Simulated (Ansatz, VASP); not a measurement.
# Ir in VASP and in Ansatz

```
Ir
1.0
     2.74657    0.00000    0.00000
    -1.37329    2.37860    0.00000
     0.00000    0.00000    4.45511
Ir
2
Cartesian
  1.3733 0.7929 3.3413
  0.0000 1.5857 1.1138
```

Alike in both runs: task relaxation of cell and atoms; functional PBE; k mesh 18 × 18 × 10; occupations gaussian, width 0.1 eV; no spin polarisation.

|  | VASP | Ansatz |
| --- | --- | --- |
| version | VASP 6.6.1 | Ansatz 0.2.0 |
| potentials or method | VASP PAW PBE potentials, release 64 (Ir), cutoff 600 eV | scalar-relativistic, plane waves, PAW |
| valence electrons in the cell | 18 | 34 |

|  | VASP | Ansatz | Ansatz less VASP |
| --- | --- | --- | --- |
| gap on the k mesh at the Fermi level, each at its own relaxed structure (eV) | none | none | - |
| relaxed volume (Å³/atom) | 14.59 | 14.56 | -0.024 |
| relaxed cell length with the largest relative difference (Å) | 2.750 | 2.748 | -0.0017 |

A gap of «none» marks a metal or a gap that the smearing closes. VASP's potentials hold 18 valence electrons a cell and Ansatz's 34, so a difference there can come from the potentials and not from the codes.

Spin-orbit coupling is off throughout.
